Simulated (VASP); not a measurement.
# CdRhC4N4 (P-43m) in VASP: further runs

The runs below take CdRhC4N4 through single point, with PBE.

Program: VASP 6.6.1. These are calculated values, not measurements. Logs are shortened: lines on timing, memory, paths and dates and some standing lists are left out, and cuts for length are marked.

## 1. The cell of the first run

The structure is cubic, space group P-43m (No. 215). The conventional cell has a = 5.980 Å, b = 5.980 Å, c = 5.980 Å, α = 90.00°, β = 90.00°, γ = 90.00°. Cd (site symmetry -43m) has 4 C at 2.00 Å within 2.7 Å. Rh (site symmetry -43m) has 4 N at 2.01 Å within 2.7 Å. Within 1.6 Å of C (site symmetry 3m) lie 1 N at 1.17 Å. Within 1.6 Å of N (site symmetry 3m) lie 1 C at 1.17 Å.

## 2. Single point, PBE, collinear spin, ferromagnetic start

The input, INCAR:

```
SYSTEM = CdRhC4N4
ALGO = Normal
EDIFF = 1E-7
ENCUT = 520
GGA = PE
ISIF = 2
ISMEAR = 0
ISPIN = 2
LASPH = .True.
LCHARG = .True.
LELF = .True.
LMAXMIX = 4
LORBIT = 11
LREAL = .False.
LVHAR = .True.
LWAVE = .False.
MAGMOM = 0 1 0 0 0 0 0 0 0 0
NBANDS = 46
NELM = 150
PREC = Accurate
SIGMA = 0.1
```

The input, KPOINTS:

```
k-points
0
Gamma
  4 4 4
  0 0 0
```

The input, POSCAR:

```
CdRhC4N4
1.0
    5.9796167400      0.0000000000      0.0000000000
    0.0000000000      5.9796167400      0.0000000000
    0.0000000000      0.0000000000      5.9796167400
Cd Rh C N
1 1 4 4
Direct
    0.0000000000      0.0000000000      0.0000000000
    0.5000000000      0.5000000000      0.5000000000
    0.1932026600      0.1932026600      0.1932026600
    0.1932026600      0.8067973400      0.8067973400
    0.8067973400      0.1932026600      0.8067973400
    0.8067973400      0.8067973400      0.1932026600
    0.3061697400      0.3061697400      0.3061697400
    0.3061697400      0.6938302600      0.6938302600
    0.6938302600      0.3061697400      0.6938302600
    0.6938302600      0.6938302600      0.3061697400
```

Potentials or basis: VASP PAW PBE potentials, release 64 (Cd, Rh_pv, C, N).

Run with:

```console
> cat potpaw_PBE.64/Cd/POTCAR potpaw_PBE.64/Rh_pv/POTCAR potpaw_PBE.64/C/POTCAR potpaw_PBE.64/N/POTCAR > POTCAR
> mpirun -np 1 vasp_std > vasp.out
```

OUTCAR:

```text
SYSTEM = CdRhC4N4
   EDIFF = 1E-7
   ENCUT = 520
   GGA = PE
   ISIF = 2
   ISMEAR = 0
   ISPIN = 2
   LASPH = .True.
   LORBIT = 11
   LREAL = .False.
   NELM = 150
   PREC = Accurate

 ion  position               nearest neighbor table
   1  0.000  0.000  0.000-   3 2.00   4 2.00   5 2.00   6 2.00
   2  0.500  0.500  0.500-   7 2.01   8 2.01   9 2.01  10 2.01
   3  0.193  0.193  0.193-   7 1.17   1 2.00
   4  0.193  0.807  0.807-   8 1.17   1 2.00
   5  0.807  0.193  0.807-   9 1.17   1 2.00
   6  0.807  0.807  0.193-  10 1.17   1 2.00
   7  0.306  0.306  0.306-   3 1.17   2 2.01
   8  0.306  0.694  0.694-   4 1.17   2 2.01
   9  0.694  0.306  0.694-   5 1.17   2 2.01
  10  0.694  0.694  0.306-   6 1.17   2 2.01

  LATTYP: Found a simple cubic cell.
 ALAT       =     5.9796167400

  Lattice vectors:

 A1 = (   5.9796167400,   0.0000000000,   0.0000000000)
 A2 = (   0.0000000000,   5.9796167400,   0.0000000000)
 A3 = (   0.0000000000,   0.0000000000,   5.9796167400)

Analysis of symmetry for initial positions (statically):
=====================================================================
 Subroutine PRICEL returns:
 Original cell was already a primitive cell.

 Routine SETGRP: Setting up the symmetry group for a
 simple cubic supercell.

 Subroutine GETGRP returns: Found 24 space group operations
 (whereof 24 operations were pure point group operations)
 out of a pool of 48 trial point group operations.

The static configuration has the point symmetry T_d .

Analysis of symmetry for dynamics (positions and initial velocities):
=====================================================================
 Subroutine PRICEL returns:
 Original cell was already a primitive cell.

 Routine SETGRP: Setting up the symmetry group for a
 simple cubic supercell.

 Subroutine GETGRP returns: Found 24 space group operations
 (whereof 24 operations were pure point group operations)
 out of a pool of 48 trial point group operations.

The dynamic configuration has the point symmetry T_d .

Analysis of structural, dynamic, and magnetic symmetry:
=====================================================================
 Subroutine PRICEL returns:
 Original cell was already a primitive cell.

 Routine SETGRP: Setting up the symmetry group for a
 simple cubic supercell.

 Subroutine GETGRP returns: Found 24 space group operations
 (whereof 24 operations were pure point group operations)
 out of a pool of 48 trial point group operations.

The overall configuration has the point symmetry T_d .

 Subroutine INISYM returns: Found 24 space group operations
 (whereof 24 operations are pure point group operations),
 and found     1 'primitive' translations

----------------------------------------------------------------------------------------

                                     Primitive cell

  volume of cell :     213.8061

  direct lattice vectors                    reciprocal lattice vectors
     5.979616740  0.000000000  0.000000000     0.167234798  0.000000000  0.000000000
     0.000000000  5.979616740  0.000000000     0.000000000  0.167234798  0.000000000
     0.000000000  0.000000000  5.979616740     0.000000000  0.000000000  0.167234798

  length of vectors
     5.979616740  5.979616740  5.979616740     0.167234798  0.167234798  0.167234798

  position of ions in fractional coordinates (direct lattice)
     0.000000000  0.000000000  0.000000000
     0.500000000  0.500000000  0.500000000
     0.193202660  0.193202660  0.193202660
     0.193202660  0.806797340  0.806797340
     0.806797340  0.193202660  0.806797340
     0.806797340  0.806797340  0.193202660
     0.306169740  0.306169740  0.306169740
     0.306169740  0.693830260  0.693830260
     0.693830260  0.306169740  0.693830260
     0.693830260  0.693830260  0.306169740

  ion indices of the primitive-cell ions
   primitive index   ion index
                 1           1
                 2           2
                 3           3
                 4           4
                 5           5
                 6           6
                 7           7
                 8           8
                 9           9
                10          10

----------------------------------------------------------------------------------------

 KPOINTS: k-points

Automatic generation of k-mesh.
 Grid dimensions read from file:
 generate k-points for:    4    4    4

 Generating k-lattice:

  Cartesian coordinates                     Fractional coordinates (reciprocal lattice)
     0.041808700  0.000000000  0.000000000     0.250000000  0.000000000  0.000000000
     0.000000000  0.041808700  0.000000000     0.000000000  0.250000000  0.000000000
     0.000000000  0.000000000  0.041808700     0.000000000  0.000000000  0.250000000

  Length of vectors
     0.041808700  0.041808700  0.041808700

  Shift w.r.t. Gamma in fractional coordinates (k-lattice)
     0.000000000  0.000000000  0.000000000

 Subroutine IBZKPT returns following result:
 ===========================================

 Found     10 irreducible k-points:

 Following reciprocal coordinates:
            Coordinates               Weight
  0.000000  0.000000  0.000000      1.000000
  0.250000  0.000000  0.000000      6.000000
  0.500000  0.000000  0.000000      3.000000
  0.250000  0.250000  0.000000     12.000000
  0.500000  0.250000  0.000000     12.000000
  0.500000  0.500000  0.000000      3.000000
  0.250000  0.250000  0.250000      8.000000
  0.500000  0.250000  0.250000     12.000000
  0.500000  0.500000  0.250000      6.000000
  0.500000  0.500000  0.500000      1.000000
   k-points           NKPTS =     10   k-points in BZ     NKDIM =     10   number of bands    NBANDS=     46
   number of dos      NEDOS =    301   number of ions     NIONS =     10
   total plane-waves  NPLWV = 110592
   dimension x,y,z NGX =    48 NGY =   48 NGZ =   48
   dimension x,y,z NGXF=    96 NGYF=   96 NGZF=   96
   ions per type =               1   1   4   4
   NGX,Y,Z   is equivalent  to a cutoff of  13.35, 13.35, 13.35 a.u.
   NGXF,Y,Z  is equivalent  to a cutoff of  26.69, 26.69, 26.69 a.u.
 SYSTEM =  CdRhC4N4
   PREC   = accura    normal or accurate (medium, high low for compatibility)
   ISTART =      0    job   : 0-new  1-cont  2-samecut
   ICHARG =      2    charge: 1-file 2-atom 10-const
   ISPIN  =      2    spin polarized calculation?
   LNONCOLLINEAR =      F non collinear calculations
   LSORBIT =      F    spin-orbit coupling
   LASPH  =      T    aspherical Exc in radial PAW
   ENCUT  =  520.0 eV  38.22 Ry    6.18 a.u.  11.12 11.12 11.12*2*pi/ulx,y,z
   NELM   =    150;   NELMIN=  2; NELMDL= -5     # of ELM steps
   EDIFF  = 0.1E-06   stopping-criterion for ELM
   LREAL  =      F    real-space projection
   EDIFFG = 0.1E-05   stopping-criterion for IOM
   NSW    =      0    number of steps for IOM
   IBRION =     -1    ionic relax: 0-MD 1-quasi-New 2-CG
   NFREE  =      0    steps in history (QN), initial steepest desc. (CG)
   ISIF   =      2    stress and relaxation
   ISYM   =      2    0-nonsym 1-usesym 2-fastsym
   POTIM  = 0.5000    time-step for ionic-motion
   TEBEG  =    0.0;   TEEND  =   0.0 temperature during run
   PSTRESS=    0.0 pullay stress
   NELECT =      63.0000    total number of electrons
   NUPDOWN=      -1.0000    fix difference up-down
   EMIN   =  10.00;   EMAX   =-10.00  energy-range for DOS
   EFERMI =   0.00;   METHOD = LEGACY
   ISMEAR =     0;   SIGMA  =   0.10  broadening in eV -4-tet -1-fermi 0-gaus
   EFERMI_NEDOS =   21; number of points for ismear=-14 and -15
   IALGO  =     38    algorithm
   IMIX   =      4    mixing-type and parameters
     AMIX     =   0.40;   BMIX     =  1.00
     AMIX_MAG =   1.60;   BMIX_MAG =  1.00
  volume/ion in A,a.u.               =      21.38       144.28
  Fermi-wavevector in a.u.,A,eV,Ry     =   1.089386  2.058640 16.146866  1.186761
  Thomas-Fermi vector in A             =   2.225588
   LORBIT       =     11    0 simple, 1 ext, 2 COOP (PROOUT), +10 PAW based schemes
   GGA     = PE    functional components
   LHFCALC =     F    Hartree Fock is set to
   AEXX    =    0.0000 exact exchange contribution
   IVDW    =     0    specifies the selected vdW correction
   LEPSILON=     F    determine dielectric tensor
   LRPA    =     F    only Hartree local field effects (RPA)
 spin polarized calculation
 Gauss-broadening in eV      SIGMA  =   0.10
  energy-cutoff  :      520.00
  volume of cell :      213.81
 maximum number of plane-waves:      5832
 NGX is ok and might be reduce to    48
   NGX = 23   NGY = 23   NGZ = 23

 number of electron      62.9999993 magnetization       2.9999779

 Free energy of the ion-electron system (eV)
  ---------------------------------------------------
  ext. energy  EPLUGINS =         0.00000000
  ---------------------------------------------------
  free energy    TOTEN  =       -70.63567725 eV

  energy without entropy =      -70.63567725  energy(sigma->0) =      -70.63567725

 E-fermi :  -0.9097     XC(G=0):  -7.2479

 val. band max:       -1.4558691931   @ k =   0.5000   0.2500   0.0000
 cond. band min:      -0.3741116506   @ k =   0.0000   0.0000   0.0000
 fundamental gap:      1.0817575424
 Fermi energy:        -0.9096624041

 spin component 1

 k-point     1 :       0.0000    0.0000    0.0000
  band No.  band energies     occupation
      1     -48.5484      1.00000
      2     -48.5484      1.00000
      3     -48.5484      1.00000
      4     -18.7185      1.00000
      5     -18.6129      1.00000
      6     -18.6129      1.00000
[... 35 lines left out ...]
     42       4.2130      0.00000
     43       7.5294      0.00000
[... 372 lines left out ...]
      2     -48.5484      1.00000
      3     -48.5484      1.00000
      4     -18.6744      1.00000
      5     -18.6267      1.00000
      6     -18.6267      1.00000
[... 35 lines left out ...]
     42       5.8920      0.00000
     43       6.3146      0.00000
 Fermi energy:        -0.9096624041

 spin component 2

 k-point     1 :       0.0000    0.0000    0.0000
  band No.  band energies     occupation
      1     -46.8871      1.00000
      2     -46.8870      1.00000
      3     -46.8870      1.00000
      4     -18.5796      1.00000
      5     -18.4727      1.00000
      6     -18.4727      1.00000
[... 35 lines left out ...]
     42       4.3614      0.00000
     43       7.8427      0.00000
[... 372 lines left out ...]
      2     -46.8871      1.00000
      3     -46.8870      1.00000
      4     -18.5349      1.00000
      5     -18.4868      1.00000
      6     -18.4868      1.00000
[... 35 lines left out ...]
     42       6.4268      0.00000
     43       6.4525      0.00000
 [bands above 43 left out]

------------------------ aborting loop because EDIFF is reached ----------------------------------------

  FORCE on cell =-STRESS in cart. coord.  units (eV):
  Direction    XX          YY          ZZ          XY          YZ          ZX
  --------------------------------------------------------------------------------------
  -------------------------------------------------------------------------------------
  Total        9.5547278      9.5547278      9.5547278      0.0000000     -0.0000000      0.0000000
  in kB       71.5993128     71.5993128     71.5993128      0.0000000     -0.0000000      0.0000000
  external PRESSURE =      71.5993128 kB  Pullay stress =       0.0000000 kB

 VOLUME and BASIS-vectors are now :
 -----------------------------------------------------------------------------
  energy-cutoff  :      520.00
  volume of cell :      213.81
      direct lattice vectors                 reciprocal lattice vectors
     5.979616740  0.000000000  0.000000000     0.167234798  0.000000000  0.000000000
     0.000000000  5.979616740  0.000000000     0.000000000  0.167234798  0.000000000
     0.000000000  0.000000000  5.979616740     0.000000000  0.000000000  0.167234798

 POSITION                                       TOTAL-FORCE (eV/Angst)
 -----------------------------------------------------------------------------------
      0.00000      0.00000      0.00000         0.000000     -0.000000     -0.000000
      2.98981      2.98981      2.98981         0.000000     -0.000000     -0.000000
      1.15528      1.15528      1.15528         1.524330      1.524330      1.524330
      1.15528      4.82434      4.82434         1.524330     -1.524330     -1.524330
      4.82434      1.15528      4.82434        -1.524330      1.524330     -1.524330
      4.82434      4.82434      1.15528        -1.524330     -1.524330      1.524330
      1.83078      1.83078      1.83078        -0.133189     -0.133189     -0.133189
      1.83078      4.14884      4.14884        -0.133189      0.133189      0.133189
      4.14884      1.83078      4.14884         0.133189     -0.133189      0.133189
      4.14884      4.14884      1.83078         0.133189      0.133189     -0.133189
 -----------------------------------------------------------------------------------
    total drift:                               -0.000000     -0.000000     -0.000000

  FREE ENERGIE OF THE ION-ELECTRON SYSTEM (eV)
  ---------------------------------------------------
  free  energy   TOTEN  =       -70.6356772470 eV

  energy  without entropy=      -70.6356772470  energy(sigma->0) =      -70.63567725

 total charge

# of ion       s       p       d       tot
------------------------------------------
    1        0.522   0.734   9.504  10.759
    2        0.327   6.319   6.916  13.561
    3        0.966   1.634   0.000   2.600
    4        0.966   1.634   0.000   2.600
    5        0.966   1.634   0.000   2.600
    6        0.966   1.634   0.000   2.600
    7        1.299   2.593   0.000   3.892
    8        1.299   2.593   0.000   3.892
    9        1.299   2.593   0.000   3.892
   10        1.299   2.593   0.000   3.892
--------------------------------------------------
tot          9.907  23.962  16.420  50.289

 magnetization (x)

# of ion       s       p       d       tot
------------------------------------------
    1        0.001   0.006   0.013   0.020
    2        0.008   0.098   1.913   2.019
    3        0.007   0.054   0.000   0.061
    4        0.007   0.054   0.000   0.061
    5        0.007   0.054   0.000   0.061
    6        0.007   0.054   0.000   0.061
    7        0.018   0.049   0.000   0.067
    8        0.018   0.049   0.000   0.067
    9        0.018   0.049   0.000   0.067
   10        0.018   0.049   0.000   0.067
--------------------------------------------------
tot          0.109   0.516   1.926   2.550
```

It took 5.9 min on 1 thread of Intel Xeon 8259CL, shared host; peak memory 0.5 GiB.

What came out:

| Property | Result |
| --- | --- |
| Free energy | -70.6357 eV |
| Pressure | 7.2 GPa |
| Largest force | 2.640 eV/Å |
| Band gap on the k mesh | 1.08 eV (least direct gap 1.26 eV) |
| Net moment | 3.00 μB per cell |
| Site moments | Cd +0.02; Rh +2.02; C +0.06; N +0.07 μB |
| Valence electrons inside the program's atomic spheres | Cd 10.76; Rh 13.56; C 2.60; N 3.89 |

Forces in eV/Å, atoms in the order of the input:
```
Cd   0.000  0.000  0.000
Rh   0.000  0.000  0.000
C    1.524  1.524  1.524
C    1.524 -1.524 -1.524
C   -1.524  1.524 -1.524
C   -1.524 -1.524  1.524
N   -0.133 -0.133 -0.133
N   -0.133  0.133  0.133
N    0.133 -0.133  0.133
N    0.133  0.133 -0.133
```

Caveat: the cell stands under pressure; forces of over 1 eV/Å act on the atoms, so gaps and moduli don't describe the material at rest. A k mesh can miss the band edges.

## 3. Single point, PBE, collinear spin, ferromagnetic start

This run uses another cell than the first one, of 24.84 Å³/atom.

The input, INCAR:

```
SYSTEM = CdRhC4N4
PREC = Accurate ; ENCUT = 520
EDIFF = 1E-6 ; ISMEAR = 0
SIGMA = 0.1 ; LREAL = .FALSE.
LASPH = .TRUE. ; NELM = 150
ALGO = Normal ; ISIF = 2
LWAVE = .FALSE. ; LCHARG = .FALSE.
ISPIN = 2 ; MAGMOM = 0 1 0 0 0 0 0 0 0 0
LORBIT = 11 ; LMAXMIX = 4
GGA = PE ; NBANDS = 46
```

The input, KPOINTS:

```
Automatic mesh
0
G
  4 4 4
  0 0 0
```

The input, POSCAR:

```
CdRhC4N4
1.0
    6.2860680499      0.0000000000      0.0000000000
    0.0000000000      6.2860680499      0.0000000000
    0.0000000000      0.0000000000      6.2860680499
Cd Rh C N
1 1 4 4
Direct
    0.0000000000      0.0000000000      0.0000000000
    0.5000000000      0.5000000000      0.5000000000
    0.2042206215      0.2042206215      0.2042206215
    0.2042206215      0.7957793785      0.7957793785
    0.7957793785      0.2042206215      0.7957793785
    0.7957793785      0.7957793785      0.2042206215
    0.3114864180      0.3114864180      0.3114864180
    0.3114864180      0.6885135820      0.6885135820
    0.6885135820      0.3114864180      0.6885135820
    0.6885135820      0.6885135820      0.3114864180
```

Potentials or basis: VASP PAW PBE potentials, release 64 (Cd, Rh_pv, C, N).

Run with:

```console
> cat potpaw_PBE.64/Cd/POTCAR potpaw_PBE.64/Rh_pv/POTCAR potpaw_PBE.64/C/POTCAR potpaw_PBE.64/N/POTCAR > POTCAR
> mpirun -np 1 vasp_std > vasp.out
```

Wall time 5.7 min (1 thread of Intel Xeon 8259CL, shared host); peak memory 0.52 GiB.

It converged, with:

```
Free energy                                           : -71.8249 eV
Pressure                                              : 0.4 GPa
Largest force                                         : 0.385 eV/Å
Band gap on the k mesh                                : 1.32 eV (least direct gap 1.41 eV)
Net moment                                            : 3.00 μB per cell
Site moments                                          : Cd +0.01; Rh +2.10; C +0.05; N +0.07 μB
Valence electrons inside the program's atomic spheres : Cd 10.35; Rh 13.46; C 2.56; N 3.89
```

Forces in eV/Å, atoms in the order of the input:
```
Cd   0.000  0.000  0.000
Rh   0.000  0.000  0.000
C   -0.184 -0.184 -0.184
C   -0.184  0.184  0.184
C    0.184 -0.184  0.184
C    0.184  0.184 -0.184
N    0.222  0.222  0.222
N    0.222 -0.222 -0.222
N   -0.222  0.222 -0.222
N   -0.222 -0.222  0.222
```

Levels at points of the mesh, in eV from the valence-band top:
Spin up:
```
           k point  band 29  band 30  band 31  band 32  band 33  band 34  band 35  band 36  band 37  band 38
(0.00, 0.00, 0.00)    -0.99    -0.99    -0.23    -0.23    -0.23     4.75     4.75     4.75     5.43     5.43
(0.50, 0.00, 0.00)    -0.94    -0.91    -0.20     0.00     0.00     4.67     4.67     4.93     5.21     5.22
(0.50, 0.50, 0.00)    -0.93    -0.90    -0.21     0.00     0.00     4.78     4.78     4.95     5.06     5.45
(0.50, 0.50, 0.50)    -0.90    -0.90    -0.19    -0.19    -0.19     4.91     4.91     4.91     5.60     5.60
```
Spin down:
```csv
k point,band 28,band 29,band 30,band 31,band 32,band 33
"(0.00, 0.00, 0.00)",-2.03,-0.28,-0.28,1.32,1.32,1.32
"(0.50, 0.00, 0.00)",-2.10,-0.24,-0.23,1.41,1.52,1.52
"(0.50, 0.50, 0.00)",-2.10,-0.24,-0.21,1.40,1.54,1.54
"(0.50, 0.50, 0.50)",-2.06,-0.21,-0.21,1.40,1.40,1.40
```

A k mesh can miss the band edges.
